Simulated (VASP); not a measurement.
# V (Im-3m) in VASP: a series of runs, part 2 of 2

VASP 6.6.1. The steps go on from the part before.

**5. Single point, PBE, collinear spin, ferromagnetic start**

INCAR reads:

```
SYSTEM = V
  PREC = Accurate
  ENCUT = 500
  EDIFF = 1E-6
  ISMEAR = 1
  SIGMA = 0.015
  LREAL = .FALSE.
  LASPH = .TRUE.
  NELM = 200
  ALGO = Normal
  ISIF = 2
  LWAVE = .FALSE.
  LCHARG = .FALSE.
  ISPIN = 2
  MAGMOM = 0.51
  LORBIT = 11
  LMAXMIX = 4
  GGA = PE
  NBANDS = 16
  GGA_COMPAT = .FALSE.
```

KPOINTS reads:

```
Automatic mesh
0
G
  2 2 2
  0 0 0
```

POSCAR reads:

```
V
1.0
   -1.5130000000      1.5130000000      1.5130000000
    1.5130000000     -1.5130000000      1.5130000000
    1.5130000000      1.5130000000     -1.5130000000
V
1
Direct
    0.8000000000      0.9270000000      0.0100000000
```

Potentials or basis: VASP PAW PBE potentials, release 64 (V_sv).

On the command line:

```sh
$ cat potpaw_PBE.64/V_sv/POTCAR > POTCAR
$ mpirun -np 1 vasp_std > vasp.out
```

OUTCAR:

```text
SYSTEM = V
   PREC = Accurate
   ENCUT = 500
   EDIFF = 1E-6
   ISMEAR = 1
   LREAL = .FALSE.
   LASPH = .TRUE.
   NELM = 200
   ISIF = 2
   ISPIN = 2
   LORBIT = 11
   GGA = PE

 ion  position               nearest neighbor table
   1  0.800  0.927  0.010-

  LATTYP: Found a body centered cubic cell.
 ALAT       =     3.0260000000

  Lattice vectors:

 A1 = (  -1.5130000000,   1.5130000000,   1.5130000000)
 A2 = (   1.5130000000,  -1.5130000000,   1.5130000000)
 A3 = (   1.5130000000,   1.5130000000,  -1.5130000000)

Analysis of symmetry for initial positions (statically):
=====================================================================
 Subroutine PRICEL returns:
 Original cell was already a primitive cell.

 Routine SETGRP: Setting up the symmetry group for a
 body centered cubic supercell.

 Subroutine GETGRP returns: Found 48 space group operations
 (whereof  1 operations were pure point group operations)
 out of a pool of 48 trial point group operations.

The static configuration has the point symmetry C_1 .
 The point group associated with its full space group is O_h .

[... 220 lines left out ...]
 spin component 2

 k-point     1 :       0.0000    0.0000    0.0000
  band No.  band energies     occupation
      1     -53.9666      1.00000
      2     -27.3310      1.00000
      3     -27.3310      1.00000
      4     -27.3310      1.00000
      5       3.3689      1.00000
      6      10.0941      1.00000
[... 34 lines left out ...]
      3     -27.9009      1.00000
      4     -27.9009      1.00000
      5       6.9650      1.00000
      6       6.9650      1.00000
[... 8 lines left out ...]
     15      31.0041      0.00000
     16      41.4471      0.00000

------------------------ aborting loop because EDIFF is reached ----------------------------------------

  FORCE on cell =-STRESS in cart. coord.  units (eV):
  Direction    XX          YY          ZZ          XY          YZ          ZX
  --------------------------------------------------------------------------------------
  -------------------------------------------------------------------------------------
  Total       -2.2661424     -2.2661424     -2.2661424     -0.0000000      0.0000000     -0.0000000
  in kB     -262.0722343   -262.0722343   -262.0722343     -0.0000000      0.0000000     -0.0000000
  external PRESSURE =    -262.0722343 kB  Pullay stress =       0.0000000 kB

 VOLUME and BASIS-vectors are now :
 -----------------------------------------------------------------------------
  energy-cutoff  :      500.00
  volume of cell :       13.85
      direct lattice vectors                 reciprocal lattice vectors
    -1.513000000  1.513000000  1.513000000     0.000000000  0.330469266  0.330469266
     1.513000000 -1.513000000  1.513000000     0.330469266  0.000000000  0.330469266
     1.513000000  1.513000000 -1.513000000     0.330469266  0.330469266  0.000000000

 POSITION                                       TOTAL-FORCE (eV/Angst)
 -----------------------------------------------------------------------------------
      0.20728     -0.17702      2.59782        -0.000000      0.000000      0.000000
 -----------------------------------------------------------------------------------
    total drift:                               -0.000045     -0.000023      0.000023

  FREE ENERGIE OF THE ION-ELECTRON SYSTEM (eV)
  ---------------------------------------------------
  free  energy   TOTEN  =        -9.4220212621 eV

  energy  without entropy=       -9.4206211658  energy(sigma->0) =       -9.42155456

 total charge

# of ion       s       p       d       tot
------------------------------------------
    1        2.302   6.137   3.286  11.725

 magnetization (x)

# of ion       s       p       d       tot
------------------------------------------
    1        0.001   0.201  -0.035   0.167
```

OSZICAR:

```text
N       E                     dE             d eps       ncg     rms          rms(c)
DAV:   1     0.968051246704E+02    0.96805E+02   -0.66636E+03   192   0.857E+02
DAV:   2    -0.900521623502E+01   -0.10581E+03   -0.10169E+03   240   0.280E+02
DAV:   3    -0.106231030200E+02   -0.16179E+01   -0.16160E+01   208   0.383E+01
DAV:   4    -0.106297504190E+02   -0.66474E-02   -0.66473E-02   216   0.255E+00
DAV:   5    -0.106298169561E+02   -0.66537E-04   -0.66536E-04   216   0.234E-01    0.214E+01
DAV:   6    -0.946564884141E+01    0.11642E+01   -0.17284E+00   208   0.259E+01    0.363E+00
DAV:   7    -0.941784374631E+01    0.47805E-01   -0.16329E-01   192   0.562E+00    0.300E+00
DAV:   8    -0.941766960306E+01    0.17414E-03   -0.27562E-02   192   0.245E+00    0.205E+00
DAV:   9    -0.942338422903E+01   -0.57146E-02   -0.32981E-03   224   0.559E-01    0.563E-01
DAV:  10    -0.942200156447E+01    0.13827E-02   -0.37754E-03   192   0.937E-01    0.636E-02
DAV:  11    -0.942201936397E+01   -0.17800E-04   -0.34572E-05   192   0.625E-02    0.351E-02
DAV:  12    -0.942202082209E+01   -0.14581E-05   -0.16317E-06   184   0.170E-02    0.145E-02
DAV:  13    -0.942202126206E+01   -0.43997E-06   -0.97576E-07   176   0.106E-02
   1 F= -.94220213E+01 E0= -.94215546E+01  d E =-.140010E-02  mag=     0.5000
```

It took 4.6 s on 1 thread of AMD EPYC 7R13, shared host; peak memory 0.13 GiB.

What came out:

| Quantity | Value |
| --- | --- |
| Free energy | -9.4220 eV |
| Pressure | -26.2 GPa |
| Net moment | 0.50 μB per cell |
| Site moments | V +0.17 μB |
| Valence electrons inside the program's atomic spheres | V 11.72 |

Caveat: the k points lie up to 1.47 Å⁻¹ apart.

**6. Single point, PBE**

INCAR reads:

```
SYSTEM = V
  PREC = Accurate
  ENCUT = 500
  EDIFF = 1E-6
  ISMEAR = 0
  SIGMA = 0.1
  LREAL = .FALSE.
  LASPH = .TRUE.
  NELM = 120
  ALGO = Normal
  ISIF = 2
  LWAVE = .FALSE.
  LCHARG = .TRUE.
  GGA = PE
  LELF = .TRUE.
  LVHAR = .TRUE.
  NBANDS = 12
  GGA_COMPAT = .FALSE.
```

KPOINTS reads:

```
Automatic mesh
0
G
  6 6 6
  0 0 0
```

Edit POSCAR of step 5 so:

```diff
@@ -8,2 +8,2 @@
 Direct
-    0.8000000000      0.9270000000      0.0100000000
+    0.0000000000      0.0000000000      0.0000000000
```

Potentials or basis: VASP PAW PBE potentials, release 64 (V_sv).

On the command line:

```sh
$ cat potpaw_PBE.64/V_sv/POTCAR > POTCAR
$ mpirun -np 1 vasp_std > vasp.out
```

OUTCAR:

```text
SYSTEM = V
   PREC = Accurate
   ENCUT = 500
   EDIFF = 1E-6
   ISMEAR = 0
   LREAL = .FALSE.
   LASPH = .TRUE.
   NELM = 120
   ISIF = 2
   GGA = PE

 ion  position               nearest neighbor table
   1  0.000  0.000  0.000-

  LATTYP: Found a body centered cubic cell.
 ALAT       =     3.0260000000

  Lattice vectors:

 A1 = (  -1.5130000000,   1.5130000000,   1.5130000000)
 A2 = (   1.5130000000,  -1.5130000000,   1.5130000000)
 A3 = (   1.5130000000,   1.5130000000,  -1.5130000000)

Analysis of symmetry for initial positions (statically):
=====================================================================
 Subroutine PRICEL returns:
 Original cell was already a primitive cell.

 Routine SETGRP: Setting up the symmetry group for a
 body centered cubic supercell.

 Subroutine GETGRP returns: Found 48 space group operations
 (whereof 48 operations were pure point group operations)
 out of a pool of 48 trial point group operations.

The static configuration has the point symmetry O_h .

[... 154 lines left out ...]
 Fermi energy:         9.3174697579

 k-point     1 :       0.0000    0.0000    0.0000
  band No.  band energies     occupation
      1     -54.4430      2.00000
      2     -27.7854      2.00000
      3     -27.7854      2.00000
      4     -27.7854      2.00000
      5       2.8361      2.00000
      6       9.7320      0.00000
      7       9.7320      0.00000
      8       9.7320      0.00000
      9      11.6680      0.00000
     10      11.6680      0.00000
     11      29.6289      0.00000
     12      29.6289      0.00000
[... 211 lines left out ...]
 k-point    16 :       0.5000    0.5000    0.5000
  band No.  band energies     occupation
      1     -54.1446      2.00000
      2     -28.3478      2.00000
      3     -28.3478      2.00000
      4     -28.3478      2.00000
      5       6.4758      2.00000
      6       6.4758      2.00000
      7      12.9053      0.00000
      8      12.9053      0.00000
      9      12.9053      0.00000
     10      19.2993      0.00000
     11      19.2993      0.00000
     12      19.2993      0.00000

------------------------ aborting loop because EDIFF is reached ----------------------------------------

  FORCE on cell =-STRESS in cart. coord.  units (eV):
  Direction    XX          YY          ZZ          XY          YZ          ZX
  --------------------------------------------------------------------------------------
  -------------------------------------------------------------------------------------
  Total       -0.2595802     -0.2595802     -0.2595802      0.0000000     -0.0000000      0.0000000
  in kB      -30.0196365    -30.0196365    -30.0196365      0.0000000     -0.0000000      0.0000000
  external PRESSURE =     -30.0196365 kB  Pullay stress =       0.0000000 kB

 VOLUME and BASIS-vectors are now :
 -----------------------------------------------------------------------------
  energy-cutoff  :      500.00
  volume of cell :       13.85
      direct lattice vectors                 reciprocal lattice vectors
    -1.513000000  1.513000000  1.513000000     0.000000000  0.330469266  0.330469266
     1.513000000 -1.513000000  1.513000000     0.330469266  0.000000000  0.330469266
     1.513000000  1.513000000 -1.513000000     0.330469266  0.330469266  0.000000000

 POSITION                                       TOTAL-FORCE (eV/Angst)
 -----------------------------------------------------------------------------------
      0.00000      0.00000      0.00000         0.000000      0.000000     -0.000000
 -----------------------------------------------------------------------------------
    total drift:                                0.000000      0.000000      0.000000

  FREE ENERGIE OF THE ION-ELECTRON SYSTEM (eV)
  ---------------------------------------------------
  free  energy   TOTEN  =        -8.9324109088 eV

  energy  without entropy=       -8.9087076242  energy(sigma->0) =       -8.92055927
```

OSZICAR:

```text
N       E                     dE             d eps       ncg     rms          rms(c)
DAV:   1     0.930750187526E+02    0.93075E+02   -0.67215E+03   384   0.114E+03
DAV:   2    -0.899370047091E+01   -0.10207E+03   -0.98749E+02   404   0.330E+02
DAV:   3    -0.104238564163E+02   -0.14302E+01   -0.14257E+01   416   0.451E+01
DAV:   4    -0.104307978350E+02   -0.69414E-02   -0.69414E-02   416   0.341E+00
DAV:   5    -0.104308810139E+02   -0.83179E-04   -0.83178E-04   412   0.351E-01    0.176E+01
DAV:   6    -0.896380424295E+01    0.14671E+01   -0.31718E+00   392   0.298E+01    0.141E+00
DAV:   7    -0.894146821962E+01    0.22336E-01   -0.31932E-02   400   0.202E+00    0.776E-01
DAV:   8    -0.893245170170E+01    0.90165E-02   -0.77945E-03   400   0.140E+00    0.225E-01
DAV:   9    -0.893242229565E+01    0.29406E-04   -0.29035E-04   408   0.267E-01    0.540E-02
DAV:  10    -0.893243830849E+01   -0.16013E-04   -0.22625E-04   400   0.226E-01    0.609E-02
DAV:  11    -0.893241058918E+01    0.27719E-04   -0.80806E-05   392   0.141E-01    0.198E-03
DAV:  12    -0.893241090881E+01   -0.31963E-06   -0.32067E-07   252   0.701E-03
   1 F= -.89324109E+01 E0= -.89205593E+01  d E =-.237033E-01
```

Wall time 3.4 s (1 thread of AMD EPYC 7R13, shared host); peak memory 0.12 GiB.

Results:

```yaml
Free_energy: -8.9324 eV
Pressure: -3.0 GPa
```

Caveat: the k points lie up to 0.49 Å⁻¹ apart.

**7. Summary**

```tsv
level	potentials or basis	spin	cell	k mesh	cutoff (eV)	smearing	gap on the mesh (eV)	pressure (GPa)	moment (μB)
PBE	VASP PAW PBE potentials, release 64 (V_sv)	collinear, ferromagnetic start	a = 2.621 Å, angles 109.5°, 1 atom	6 × 6 × 6	520	fermi-dirac 0.00861733 eV	none	-3.7	0.64
LDA	VASP PAW LDA potentials, release 64 (V_sv)	collinear, ferromagnetic start	a = 2.621 Å, angles 109.5°, 1 atom	6 × 6 × 6	520	gaussian 0.1 eV	none	-15.8	0.56
PBE	VASP PAW PBE potentials, release 64 (V_sv)	collinear, ferromagnetic start	a = 2.754 Å, angles 109.5°, 1 atom	2 × 2 × 2	500	fermi-dirac 0.17 eV	none	-33.9	0.63
PBE	VASP PAW PBE potentials, release 64 (V_sv)	collinear, ferromagnetic start	a = 2.621 Å, angles 109.5°, 1 atom	2 × 2 × 2	500	methfessel-paxton 0.015 eV	none	-26.2	0.50
PBE	VASP PAW PBE potentials, release 64 (V_sv)	off	a = 2.621 Å, angles 109.5°, 1 atom	6 × 6 × 6	500	gaussian 0.1 eV	none	-3.0	-
```

Alike in all rows: task single point.

Caveats: all runs use coarse meshes.

Total energies depend on the potentials used, so only differences within one code and one set of settings carry meaning.
